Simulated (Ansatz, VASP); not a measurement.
Ag: VASP beside Ansatz

The input POSCAR:

```
Ag
1.0
    2.9300000000      0.0000000000      0.0000000000
   -1.4650000000      2.5374544331      0.0000000000
    0.0000000000      0.0000000000      4.7900000000
Ag
2
Direct
    0.6666666667      0.3333333333      0.7500000000
    0.3333333333      0.6666666667      0.2500000000
```

INCAR.step1

```
SYSTEM = Ag
ALGO = Normal
EDIFF = 1E-4
ENCUT = 520
GGA = PE
ISMEAR = -1
LASPH = .TRUE.
LCHARG = .FALSE.
LREAL = .FALSE.
LWAVE = .TRUE.
NBANDS = 18
NELM = 60
PREC = Accurate
SIGMA = 0.05
```

File INCAR.step2:

```
SYSTEM = Ag
ALGO = Normal
EDIFF = 1E-6
ENCUT = 520
ISIF = 2
ISMEAR = -1
ISTART = 1
LASPH = .TRUE.
LCHARG = .TRUE.
LELF = .TRUE.
LMIXTAU = .TRUE.
LREAL = .FALSE.
LVHAR = .TRUE.
LWAVE = .FALSE.
METAGGA = R2SCAN
NBANDS = 18
NELM = 60
PREC = Accurate
SIGMA = 0.05
```

The input KPOINTS:

```
k-points
0
G
  10 10 6
  0 0 0
```

Contents of input.yaml:

```yaml
crystal:
  lattice:
    - [2.93, 0.0, 0.0]
    - [-1.465, 2.5374544331, 0.0]
    - [0.0, 0.0, 4.79]
  atoms:
    - { symbol: Ag, position: [0.6666666667, 0.3333333333, 0.75] }
    - { symbol: Ag, position: [0.3333333333, 0.6666666667, 0.25] }
hamiltonian:
  xc: r2scan
  pseudopotentials: { kind: paw }
kpoints:
  mp_grid: { grid: [10, 10, 6] }
scf:
  occupations: { method: fermi_dirac, width: 0.05 }
output:
  forces: true
  stress: true
  eigenvalues: true
```

Alike in both runs: task single point; functional r2SCAN; k mesh 10 × 10 × 6; occupations fermi-dirac, width 0.05 eV; no spin polarisation.

|  | VASP | Ansatz |
| --- | --- | --- |
| version | VASP 6.6.1 | Ansatz 0.2.0 |
| potentials or method | VASP PAW PBE potentials, release 64 (Ag) | Ansatz PAW |
| plane-wave cutoff (eV) | 520 | 500 |
| valence electrons in the cell | 22 | 38 |

Ansatz gave:

* gap on the k mesh at the Fermi level (eV): none
* pressure (GPa): -2.4
* traceless stress, the component that is largest in VASP (GPa): -0.48

What did VASP give for the same quantities?

gap on the k mesh at the Fermi level (eV): none; pressure (GPa): -2.3; traceless stress, the component that is largest in VASP (GPa): -0.48.

VASP's potentials were made for PBE, not for r2SCAN. A gap of «none» marks a metal or a gap that the smearing closes. VASP's potentials hold 22 valence electrons a cell and Ansatz's 38, so a difference there can come from the potentials and not from the codes.
